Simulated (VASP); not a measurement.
Au: single point with PBEsol

The system is Au.

```
CELL_PARAMETERS angstrom
-1.62107 1.62107 1.62107
1.62107 -1.62107 1.62107
1.62107 1.62107 -1.62107
ATOMIC_POSITIONS crystal
Au 0.00000 0.00000 0.00000
```

```json
{
 "Program": "VASP 6.6.1",
 "Task": "single point",
 "Functional": "PBEsol",
 "Potentials or basis": "VASP PAW PBE potentials, release 64 (Au)",
 "Cutoff": "520 eV",
 "k mesh": "14 × 14 × 14",
 "Occupations": "gaussian, width 0.15 eV",
 "Spin": "no spin polarisation",
 "Dipole correction": "no",
 "Further INCAR settings": "ALGO = Normal; EDIFF = 1e-07; NBANDS = 12"
}
```

```
Pressure : -0.5 GPa
```

Levels at points of the mesh, in eV from the Fermi level:
| k point | band 4 | band 5 | band 6 | band 7 | band 8 | band 9 |
| --- | --- | --- | --- | --- | --- | --- |
| (0.00, 0.00, 0.00) | -4.90 | -2.95 | -2.95 | 16.47 | 16.47 | 16.47 |
| (0.50, 0.00, 0.00) | -2.74 | -1.40 | -0.73 | 3.52 | 12.32 | 13.85 |
| (0.50, 0.50, 0.50) | -1.79 | -1.79 | 6.22 | 6.22 | 6.22 | 9.67 |

Wall time 46 s on 1 thread of AMD EPYC 7R43 64-Core Processor (Zen 3) (shared host), peak memory 0.12 GiB.

Caveat: the PAW data sets were made with another functional, which shifts forces and pressure a little; spin-orbit coupling is left out, which moves the levels of the heavy elements.
